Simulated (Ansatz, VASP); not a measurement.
Two plane-wave programs on BN

```
B N
1.0
     2.50431    0.00000    0.00000
    -1.25216    2.16880    0.00000
     0.00000    0.00000    7.03285
B N
2 2
Direct
  0.33333 0.66667 0.25000
  0.66667 0.33333 0.75000
  0.33333 0.66667 0.75000
  0.66667 0.33333 0.25000
```

Alike in both runs: functional PBEsol; k mesh 12 × 12 × 4; no spin polarisation.

Ansatz relaxed the structure, and its values are those at the end. VASP's run is a single point on that final structure, the one shown.

|  | VASP | Ansatz |
| --- | --- | --- |
| version | VASP 6.6.1 | Ansatz 0.2.0 |
| potentials or method | VASP PAW PBE potentials, release 64 (B, N), cutoff 520 eV | scalar-relativistic, plane waves, PAW |
| occupations | gaussian, width 0.01 eV | fixed |
| valence electrons in the cell | 16 | 16 |

|  | VASP | Ansatz | Ansatz less VASP |
| --- | --- | --- | --- |
| gap on the k mesh at the Fermi level (eV) | 4.26 | 4.27 | +0.010 |
| least direct gap on the mesh (eV) | 4.60 | 4.60 | +0.007 |
| pressure (GPa) | 0.3 | 0.0 | -0.29 |

VASP's potentials were made for PBE, not for PBEsol.
